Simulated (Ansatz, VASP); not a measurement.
## Two plane-wave programs on NiO

```
CELL_PARAMETERS angstrom
0.00000 2.20272 2.20272
2.20272 0.00000 2.20272
2.20272 2.20272 0.00000
ATOMIC_POSITIONS crystal
Ni 0.00000 0.00000 0.00000
O 0.25000 0.25000 0.25000
```

Change from the starting cell: volume scaled by 0.95, PAW files.

Alike in both runs: task electric field gradients; functional PBE; k mesh 14 × 14 × 14; occupations fermi-dirac, width 0.03 eV; collinear spin.

```csv
,VASP,Ansatz
version,VASP 6.6.1,Ansatz 0.2.0
potentials or method,"VASP PAW PBE potentials, release 64 (Ni, O)","PAW with Ansatz's default frozen-core files, scalar-relativistic"
plane-wave cutoff (eV),520,420
valence electrons in the cell,16,24
```

```csv
,VASP,Ansatz,Ansatz less VASP
pressure (GPa),8.3,8.1,-0.16
net moment per atom (μB),0.90,0.92,+0.016
size of the moment on the site where the two differ most (μB),1.42,1.39,-0.028
```

Site moments also hang on the region over which each program counts them. With one functional, cell and mesh, what is left measures potentials, basis and numerics. VASP's potentials hold 16 valence electrons a cell and Ansatz's 24, so a difference there can come from the potentials and not from the codes.
